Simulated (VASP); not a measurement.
# H9O4F in VASP: further runs

H9O4F is run at these levels: LDA; tasks: single point, molecular dynamics.

Everything below comes from runs of VASP 6.6.1. Logs are shortened: lines on timing, memory, paths and dates and some standing lists are left out, and cuts for length are marked.

## (1) The cell of the first run

The cell holds an amorphous packing of atoms, 14 atoms: a = 5.533 Å, b = 5.533 Å, c = 5.533 Å, α = 90.00°, β = 90.00°, γ = 90.00°.

## (2) Single point, LDA

Contents of INCAR:

```
SYSTEM = H9O4F
PREC     = Accurate       ! precision mode
ENCUT    = 520            ! plane-wave cutoff, eV
EDIFF    = 1E-6           ! SCF threshold, eV
ISMEAR   = -1             ! smearing method
SIGMA    = 0.02           ! smearing width, eV
LREAL    = .FALSE.        ! projectors in reciprocal space
LASPH    = .TRUE.         ! aspherical terms in the spheres
NELM     = 120            ! most SCF steps
ALGO     = Normal         ! electronic algorithm
ISIF     = 2              ! what is computed and relaxed
LWAVE    = .FALSE.        ! write WAVECAR
LCHARG   = .FALSE.        ! write CHGCAR
GGA      = CA             ! functional
NBANDS   = 33             ! bands
GGA_COMPAT= .FALSE.
```

Contents of KPOINTS:

```
Automatic mesh
0
G
  1 1 1
  0 0 0
```

Contents of POSCAR:

```
H9O4F
1.0
    5.5331330000      0.0000000000      0.0000000000
    0.0000000000      5.5331330000      0.0000000000
    0.0000000000      0.0000000000      5.5331330000
O H F
4 9 1
Direct
    0.3543742758      0.7694736418      0.5765088242
    0.0112232979      0.8022218154      0.1917358574
    0.5916539508      0.3995024157      0.7431413631
    0.7503524676      0.2078749960      0.1196609588
    0.3601576178      0.9328169050      0.6301312475
    0.2417979109      0.7653349377      0.4346362179
    0.0551405506      0.7202610167      0.0384230778
   -0.0516163266      0.6618854092      0.2952215318
    0.6425835056      0.3330120566      0.9116896341
    0.4873007752      0.5496162843      0.7073388621
    0.8099570352      0.2740942609      0.2748352516
    0.8222285638      0.0450016293      0.1207453354
    0.7488885592      0.4122799868      0.6246009268
    0.9146716697      0.4531067661      0.4660831395
```

Potentials or basis: VASP PAW LDA potentials, release 64 (O, H, F).

Started as:

```sh
> cat potpaw_LDA.64/O/POTCAR potpaw_LDA.64/H/POTCAR potpaw_LDA.64/F/POTCAR > POTCAR
> mpirun -np 1 vasp_gam > vasp.out
```

OUTCAR:

```text
SYSTEM = H9O4F
   PREC = Accurate
   ENCUT = 520
   EDIFF = 1E-6
   ISMEAR = -1
   LREAL = .FALSE.
   LASPH = .TRUE.
   NELM = 120
   ISIF = 2
   GGA = CA

 ion  position               nearest neighbor table
   1  0.354  0.769  0.577-   5 0.95   6 1.00
   2  0.011  0.802  0.192-   7 0.99   8 1.03
   3  0.592  0.400  0.743-  10 1.03   9 1.04  13 1.09
   4  0.750  0.208  0.120-  12 0.99  11 0.99
   5  0.360  0.933  0.630-   1 0.95
   6  0.242  0.765  0.435-   1 1.00
   7  0.055  0.720  0.038-   2 0.99
   8  0.948  0.662  0.295-   2 1.03
   9  0.643  0.333  0.912-   3 1.04
  10  0.487  0.550  0.707-   3 1.03
  11  0.810  0.274  0.275-   4 0.99
  12  0.822  0.045  0.121-   4 0.99
  13  0.749  0.412  0.625-   3 1.09  14 1.29
  14  0.915  0.453  0.466-  13 1.29

  LATTYP: Found a simple cubic cell.
 ALAT       =     5.5331330000

  Lattice vectors:

 A1 = (   5.5331330000,   0.0000000000,   0.0000000000)
 A2 = (   0.0000000000,   5.5331330000,   0.0000000000)
 A3 = (   0.0000000000,   0.0000000000,   5.5331330000)

Analysis of symmetry for initial positions (statically):
=====================================================================
 Subroutine PRICEL returns:
 Original cell was already a primitive cell.

 Routine SETGRP: Setting up the symmetry group for a
 simple cubic supercell.

 Subroutine GETGRP returns: Found  1 space group operations
 (whereof  1 operations were pure point group operations)
 out of a pool of 48 trial point group operations.

The static configuration has the point symmetry C_1 .

Analysis of symmetry for dynamics (positions and initial velocities):
=====================================================================
 Subroutine PRICEL returns:
 Original cell was already a primitive cell.

 Routine SETGRP: Setting up the symmetry group for a
 simple cubic supercell.

 Subroutine GETGRP returns: Found  1 space group operations
 (whereof  1 operations were pure point group operations)
 out of a pool of 48 trial point group operations.

The dynamic configuration has the point symmetry C_1 .

 Subroutine INISYM returns: Found  1 space group operations
 (whereof  1 operations are pure point group operations),
 and found     1 'primitive' translations

----------------------------------------------------------------------------------------

                                     Primitive cell

  volume of cell :     169.4000

  direct lattice vectors                    reciprocal lattice vectors
     5.533133000  0.000000000  0.000000000     0.180729435  0.000000000  0.000000000
     0.000000000  5.533133000  0.000000000     0.000000000  0.180729435  0.000000000
     0.000000000  0.000000000  5.533133000     0.000000000  0.000000000  0.180729435

  length of vectors
     5.533133000  5.533133000  5.533133000     0.180729435  0.180729435  0.180729435

  position of ions in fractional coordinates (direct lattice)
     0.354374276  0.769473642  0.576508824
     0.011223298  0.802221815  0.191735857
     0.591653951  0.399502416  0.743141363
     0.750352468  0.207874996  0.119660959
     0.360157618  0.932816905  0.630131248
     0.241797911  0.765334938  0.434636218
     0.055140551  0.720261017  0.038423078
     0.948383673  0.661885409  0.295221532
     0.642583506  0.333012057  0.911689634
     0.487300775  0.549616284  0.707338862
     0.809957035  0.274094261  0.274835252
     0.822228564  0.045001629  0.120745335
     0.748888559  0.412279987  0.624600927
     0.914671670  0.453106766  0.466083140

  ion indices of the primitive-cell ions
   primitive index   ion index
                 1           1
                 2           2
                 3           3
                 4           4
                 5           5
                 6           6
                 7           7
                 8           8
                 9           9
                10          10
                11          11
                12          12
                13          13
                14          14

----------------------------------------------------------------------------------------

 KPOINTS: Automatic mesh

Automatic generation of k-mesh.
 Grid dimensions read from file:
 generate k-points for:    1    1    1

 Generating k-lattice:

  Cartesian coordinates                     Fractional coordinates (reciprocal lattice)
     0.180729435  0.000000000  0.000000000     1.000000000  0.000000000  0.000000000
     0.000000000  0.180729435  0.000000000     0.000000000  1.000000000  0.000000000
     0.000000000  0.000000000  0.180729435     0.000000000  0.000000000  1.000000000

  Length of vectors
     0.180729435  0.180729435  0.180729435

  Shift w.r.t. Gamma in fractional coordinates (k-lattice)
     0.000000000  0.000000000  0.000000000

 Subroutine IBZKPT returns following result:
 ===========================================

 Found      1 irreducible k-points:

 Following reciprocal coordinates:
            Coordinates               Weight
  0.000000  0.000000  0.000000      1.000000
   k-points           NKPTS =      1   k-points in BZ     NKDIM =      1   number of bands    NBANDS=     33
   number of dos      NEDOS =    301   number of ions     NIONS =     14
   total plane-waves  NPLWV =  74088
   dimension x,y,z NGX =    42 NGY =   42 NGZ =   42
   dimension x,y,z NGXF=    84 NGYF=   84 NGZF=   84
   ions per type =               4   9   1
   NGX,Y,Z   is equivalent  to a cutoff of  12.62, 12.62, 12.62 a.u.
   NGXF,Y,Z  is equivalent  to a cutoff of  25.24, 25.24, 25.24 a.u.
 SYSTEM =  H9O4F
   PREC   = accura    normal or accurate (medium, high low for compatibility)
   ISTART =      0    job   : 0-new  1-cont  2-samecut
   ICHARG =      2    charge: 1-file 2-atom 10-const
   ISPIN  =      1    spin polarized calculation?
   LNONCOLLINEAR =      F non collinear calculations
   LSORBIT =      F    spin-orbit coupling
   LASPH  =      T    aspherical Exc in radial PAW
   ENCUT  =  520.0 eV  38.22 Ry    6.18 a.u.  10.29 10.29 10.29*2*pi/ulx,y,z
   NELM   =    120;   NELMIN=  2; NELMDL= -5     # of ELM steps
   EDIFF  = 0.1E-05   stopping-criterion for ELM
   LREAL  =      F    real-space projection
   EDIFFG = 0.1E-04   stopping-criterion for IOM
   NSW    =      0    number of steps for IOM
   IBRION =     -1    ionic relax: 0-MD 1-quasi-New 2-CG
   NFREE  =      0    steps in history (QN), initial steepest desc. (CG)
   ISIF   =      2    stress and relaxation
   ISYM   =      2    0-nonsym 1-usesym 2-fastsym
   POTIM  = 0.5000    time-step for ionic-motion
   TEBEG  =    0.0;   TEEND  =   0.0 temperature during run
   PSTRESS=    0.0 pullay stress
   NELECT =      40.0000    total number of electrons
   NUPDOWN=      -1.0000    fix difference up-down
   EMIN   =  10.00;   EMAX   =-10.00  energy-range for DOS
   EFERMI =   0.00;   METHOD = LEGACY
   ISMEAR =    -1;   SIGMA  =   0.02  broadening in eV -4-tet -1-fermi 0-gaus
   EFERMI_NEDOS =   21; number of points for ismear=-14 and -15
   IALGO  =     38    algorithm
   IMIX   =      4    mixing-type and parameters
     AMIX     =   0.40;   BMIX     =  1.00
     AMIX_MAG =   1.60;   BMIX_MAG =  1.00
  volume/ion in A,a.u.               =      12.10        81.65
  Fermi-wavevector in a.u.,A,eV,Ry     =   1.011868  1.912153 13.930681  1.023876
  Thomas-Fermi vector in A             =   2.144943
   LORBIT       =      0    0 simple, 1 ext, 2 COOP (PROOUT), +10 PAW based schemes
   GGA     = CA    functional components
   LHFCALC =     F    Hartree Fock is set to
   AEXX    =    0.0000 exact exchange contribution
   IVDW    =     0    specifies the selected vdW correction
   LEPSILON=     F    determine dielectric tensor
   LRPA    =     F    only Hartree local field effects (RPA)
 non-spin polarized calculation
  energy-cutoff  :      520.00
  volume of cell :      169.40
 maximum number of plane-waves:      2277
 NGX is ok and might be reduce to    42
   NGX = 21   NGY = 21   NGZ = 21

 number of electron      39.9999994 magnetization

 Free energy of the ion-electron system (eV)
  ---------------------------------------------------
  ext. energy  EPLUGINS =         0.00000000
  ---------------------------------------------------
  free energy    TOTEN  =       -71.43884129 eV

  energy without entropy =      -71.43884129  energy(sigma->0) =      -71.43884129

 E-fermi :  -4.0780     XC(G=0):  -6.5217

 val. band max:       -4.5617787760   @ k =   0.0000   0.0000   0.0000
 cond. band min:       0.2102975007   @ k =   0.0000   0.0000   0.0000
 fundamental gap:      4.7720762767
 Fermi energy:        -4.0780016796

 k-point     1 :       0.0000    0.0000    0.0000
  band No.  band energies     occupation
      1     -24.9916      2.00000
      2     -23.1914      2.00000
      3     -22.7961      2.00000
      4     -22.4389      2.00000
      5     -21.9326      2.00000
      6     -12.0102      2.00000
[... 24 lines left out ...]
     31       8.0285      0.00000
     32       8.2103      0.00000
 [bands above 32 left out]

------------------------ aborting loop because EDIFF is reached ----------------------------------------

  FORCE on cell =-STRESS in cart. coord.  units (eV):
  Direction    XX          YY          ZZ          XY          YZ          ZX
  --------------------------------------------------------------------------------------
  -------------------------------------------------------------------------------------
  Total       -0.5948367     -0.4957196     -1.5327500      0.8553278      2.0520740     -0.9372539
  in kB       -5.6259393     -4.6884936    -14.4966805      8.0896516     19.4084240     -8.8645059
  external PRESSURE =      -8.2703711 kB  Pullay stress =       0.0000000 kB

 VOLUME and BASIS-vectors are now :
 -----------------------------------------------------------------------------
  energy-cutoff  :      520.00
  volume of cell :      169.40
      direct lattice vectors                 reciprocal lattice vectors
     5.533133000  0.000000000  0.000000000     0.180729435  0.000000000  0.000000000
     0.000000000  5.533133000  0.000000000     0.000000000  0.180729435  0.000000000
     0.000000000  0.000000000  5.533133000     0.000000000  0.000000000  0.180729435

 POSITION                                       TOTAL-FORCE (eV/Angst)
 -----------------------------------------------------------------------------------
      1.96080      4.25760      3.18990        -0.256594     -1.360923     -0.326654
      0.06210      4.43880      1.06090         0.201733     -0.724027     -0.380790
      3.27370      2.21050      4.11190        -0.062757      0.153836     -0.601677
      4.15180      1.15020      0.66210        -0.451302     -0.129552     -0.465258
      1.99280      5.16140      3.48660         0.162824      1.239572      0.345263
      1.33790      4.23470      2.40490         0.174940      0.058557      0.123042
      0.30510      3.98530      0.21260        -0.017277      0.411670      0.447854
      5.24753      3.66230      1.63350        -0.107496      0.069833      0.122971
      3.55550      1.84260      5.04450         0.092394     -0.019490      0.565706
      2.69630      3.04110      3.91380         0.011506     -0.163974      0.108572
      4.48160      1.51660      1.52070         0.147639      0.905358      0.247752
      4.54950      0.24900      0.66810         0.235863     -0.629331     -0.192386
      4.14370      2.28120      3.45600        -0.101578      0.290092     -0.096830
      5.06100      2.50710      2.57890        -0.029893     -0.101621      0.102435
 -----------------------------------------------------------------------------------
    total drift:                               -0.001832     -0.002065      0.001289

  FREE ENERGIE OF THE ION-ELECTRON SYSTEM (eV)
  ---------------------------------------------------
  free  energy   TOTEN  =       -71.4388412853 eV

  energy  without entropy=      -71.4388412853  energy(sigma->0) =      -71.43884129
```

Wall time 5 s (1 thread of Intel Xeon 6975P-C (Granite Rapids), shared host); peak memory 0.19 GiB.

What came out:

```
Free energy            : -71.4388 eV
Pressure               : -0.8 GPa
Largest force          : 1.423 eV/Å
Band gap on the k mesh : 4.77 eV
```

Forces on the atoms (eV/Å):
```
O   -0.257 -1.361 -0.327
O    0.202 -0.724 -0.381
O   -0.063  0.154 -0.602
O   -0.451 -0.130 -0.465
H    0.163  1.240  0.345
H    0.175  0.059  0.123
H   -0.017  0.412  0.448
H   -0.107  0.070  0.123
H    0.092 -0.019  0.566
H    0.012 -0.164  0.109
H    0.148  0.905  0.248
H    0.236 -0.629 -0.192
H   -0.102  0.290 -0.097
F   -0.030 -0.102  0.102
```

Caveat: the k points lie up to 1.14 Å⁻¹ apart.

## (3) Single point, LDA

Contents of INCAR:

```
SYSTEM = H9O4F
ALGO = Normal
EDIFF = 1E-6
ENCUT = 520
GGA_COMPAT = .False.
ISIF = 2
ISMEAR = -1
LASPH = .True.
LCHARG = .False.
LREAL = .False.
LWAVE = .False.
NBANDS = 33
NELM = 120
PREC = Accurate
SIGMA = 0.02
```

Contents of KPOINTS:

```
k-points
0
Gamma
  1 1 1
  0 0 0
```

Contents of POSCAR:

```
H9O4F
1.0
    5.5331330000      0.0000000000      0.0000000000
    0.0000000000      5.5331330000      0.0000000000
    0.0000000000      0.0000000000      5.5331330000
O H F
4 9 1
Direct
    0.3204332880      0.7305264486      0.6212574323
    0.0492668439      0.8423798958      0.2473643775
    0.6404147524      0.4390460161      0.7778052687
    0.7507681453      0.1494270967      0.1018591095
    0.4711616366      0.8015350435      0.5620685424
    0.1963806039      0.7760160473      0.4938612537
    0.1699941064      0.7833536624      0.1340289489
   -0.0575442521      0.6852356522      0.2771305154
    0.7087485517      0.2620757535      0.9469138009
    0.4792944612      0.5077232013      0.7223213322
    0.8188669963      0.2895466276      0.2165319359
    0.8759052060      0.0132113217      0.0974493113
    0.7440992291      0.4657036077      0.6291733815
    0.8543803303      0.4738183593      0.3651276772
```

Potentials or basis: VASP PAW LDA potentials, release 64 (O, H, F).

Started as:

```sh
> cat potpaw_LDA.64/O/POTCAR potpaw_LDA.64/H/POTCAR potpaw_LDA.64/F/POTCAR > POTCAR
> mpirun -np 1 vasp_gam > vasp.out
```

It took 5 s on 1 thread of Intel Xeon 6975P-C (Granite Rapids), shared host; peak memory 0.19 GiB.

Results (log left out):

```
Free energy            : -71.3555 eV
Pressure               : -0.5 GPa
Largest force          : 0.799 eV/Å
Band gap on the k mesh : 4.98 eV
```

Forces on the atoms (eV/Å):
```
O    0.008  0.056 -0.056
O   -0.405 -0.416 -0.309
O    0.211  0.114 -0.467
O    0.022  0.646 -0.470
H   -0.148  0.212  0.069
H    0.279 -0.054  0.137
H    0.409  0.048 -0.387
H    0.286  0.151  0.225
H   -0.276 -0.317 -0.312
H    0.078 -0.160  0.379
H   -0.343 -0.282  0.401
H   -0.027  0.265  0.386
H   -0.056 -0.448  0.222
F   -0.037  0.185  0.182
```

Stress tensor (GPa, compression positive):
```
 0.07  0.28 -0.20
 0.28 -0.54  0.89
-0.20  0.89 -1.09
```

Levels at points of the mesh, in eV from the valence-band top:
```csv
k point,band 17,band 18,band 19,band 20,band 21,band 22,band 23,band 24
"(0.00, 0.00, 0.00)",-0.95,-0.40,-0.14,0.00,4.98,8.64,9.13,9.62
```

Caveat: the k points lie up to 1.14 Å⁻¹ apart.

## (4) Single point, LDA

Contents of INCAR:

```
SYSTEM = H9O4F
PREC     = Accurate       ! precision mode
ENCUT    = 520            ! plane-wave cutoff, eV
EDIFF    = 1E-6           ! SCF threshold, eV
ISMEAR   = -1             ! smearing method
SIGMA    = 0.02           ! smearing width, eV
LREAL    = .False.        ! projectors in reciprocal space
LASPH    = .True.         ! aspherical terms in the spheres
NELM     = 120            ! most SCF steps
ALGO     = Normal         ! electronic algorithm
ISIF     = 2              ! what is computed and relaxed
LWAVE    = .False.        ! write WAVECAR
LCHARG   = .False.        ! write CHGCAR
GGA      = CA             ! functional
NBANDS   = 33             ! bands
GGA_COMPAT= .False.
```

Contents of KPOINTS:

```
regular mesh
0
Gamma
  1 1 1
  0 0 0
```

Contents of POSCAR:

```
H9O4F
1.0
    5.5331330000      0.0000000000      0.0000000000
    0.0000000000      5.5331330000      0.0000000000
    0.0000000000      0.0000000000      5.5331330000
O H F
4 9 1
Direct
    0.3091015524      0.7260082127      0.7187428894
    0.0853042932      0.8462294328      0.2237249674
    0.7108269402      0.4110871725      0.7683711922
    0.7249057632      0.1379869235      0.1109678730
    0.4165271285      0.8670675366      0.7377375530
    0.2601238756      0.7436112597      0.5467969051
    0.1815788632      0.7720219268      0.0887381525
   -0.0360013034      0.7099955848      0.2608467933
    0.7400328169      0.2154475593      0.9361784725
    0.5485138347      0.4859814503      0.7383339602
    0.7574912803      0.3160234898      0.2198031387
    0.8768630720      0.0475679873      0.1320228522
    0.8052942158      0.4303710032      0.6182753966
    0.7884321595      0.5073798154      0.2926551738
```

Started as:

```sh
> cat potpaw_LDA.64/O/POTCAR potpaw_LDA.64/H/POTCAR potpaw_LDA.64/F/POTCAR > POTCAR
> mpirun -np 1 vasp_gam > vasp.out
```

Wall time 4.7 s (1 thread of Intel Xeon 6975P-C (Granite Rapids), shared host); peak memory 0.19 GiB.

It converged, with:

```yaml
Free_energy: -71.0844 eV
Pressure: -0.8 GPa
Largest_force: 1.504 eV/Å
Band_gap_on_the_k_mesh: 5.01 eV
```

Forces on the atoms (eV/Å):
```
O    0.687  0.247 -0.281
O    0.246 -0.945 -0.328
O   -0.227 -0.066 -0.557
O   -0.148  0.308 -0.757
H   -0.121 -0.332  0.191
H   -0.321 -0.013 -0.003
H   -0.475  0.600  0.432
H    0.106  0.233 -0.218
H   -0.617  0.372  0.462
H    0.297  0.117  0.070
H   -0.247 -0.197 -0.452
H    0.852 -1.145  0.473
H   -0.398  0.159 -0.191
F    0.365  0.661  1.158
```

Stress tensor (GPa, compression positive):
```
-1.04  0.04  0.34
 0.04  0.01  0.22
 0.34  0.22 -1.38
```

Levels at points of the mesh, in eV from the valence-band top:
```csv
k point,band 18,band 19,band 20,band 21,band 22,band 23
"(0.00, 0.00, 0.00)",-0.40,-0.13,0.00,5.01,8.77,9.24
```

Caveat: the k points lie up to 1.14 Å⁻¹ apart.

[end of part 1 of 2]
